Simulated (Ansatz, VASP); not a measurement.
**Two plane-wave programs on InSb5**

```
In Sb
1.0
     3.38452    0.00000    0.00000
     0.00000    3.38452    0.00000
     0.00000    0.00000   14.18135
In Sb
1 5
Direct
  0.50000 0.50000 0.00000
  0.50000 0.50000 0.33460
  0.50000 0.50000 0.66540
  0.00000 0.00000 0.17175
  0.00000 0.00000 0.82825
  0.00000 0.00000 0.50000
```

Change from the starting cell: species swapped into the Hf5Pb type (P4/mmm, No. 123).

Alike in both runs: functional PBE; k mesh 6 × 6 × 1; occupations gaussian, width 0.1 eV; no spin polarisation.

Ansatz relaxed the structure, and its values are those at the end. VASP's run is a single point on that final structure, the one shown.

|  | VASP | Ansatz |
| --- | --- | --- |
| version | VASP 6.6.1 | Ansatz 0.2.0 |
| potentials or method | VASP PAW PBE potentials, release 64 (In_d, Sb), cutoff 520 eV | scalar-relativistic, plane waves, PAW |
| valence electrons in the cell | 38 | 88 |

```tsv
	VASP	Ansatz	Ansatz less VASP
gap on the k mesh at the Fermi level (eV)	none	none	-
pressure (GPa)	-0.1	0.0	+0.12
rms of the force components (eV/Å)	0.005	0.007	+0.0018
```

A gap of «none» marks a metal or a gap that the smearing closes. VASP's potentials hold 38 valence electrons a cell and Ansatz's 88, so a difference there can come from the potentials and not from the codes.

The k mesh is coarse, so the values compare programs but aren't converged. Neither program's run includes spin-orbit coupling.
